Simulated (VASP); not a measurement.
Input of a VASP 6.6.1 run:

INCAR

```
  PREC = Accurate
  ENCUT = 520
  EDIFF = 1E-6
  ISMEAR = -1
  SIGMA = 0.05
  LREAL = False
  LASPH = True
  NELM = 80
  ALGO = Normal
  ISIF = 2
  LWAVE = False
  LCHARG = True
  GGA = CA
  LELF = True
  LVHAR = True
  NBANDS = 17
```

The input KPOINTS:

```
regular mesh
0
Gamma
  13 13 8
```

Contents of POSCAR:

```
Ni
1.0
   -1.3837154700      1.3837154700      1.3837154700
    1.3837154700     -1.3837154700      1.3837154700
    2.7674309400      2.7674309400      0.0000000000
Ni
2
Direct
    0.0000000000      0.0000000000      0.0000000000
    0.5000000000      0.5000000000      0.5000000000
```

Potentials or basis: VASP PAW LDA potentials, release 64 (Ni).

Run with:

```bash
$ cat potpaw_LDA.64/Ni/POTCAR > POTCAR
$ mpirun -np 1 vasp_std > vasp.out
```

Question: Predict the pressure.

Answer: -11.9 GPa.

Question: What does it give for the band gap on the k mesh?

Answer: Zero (bands 10 and 11 overlap by 0.85 eV).

Caveat: the cell stands under tension; the run has no spin polarisation, though such a crystal can be magnetic. Spin polarisation is off, so any magnetic state and its effect on volume and gap are missing.
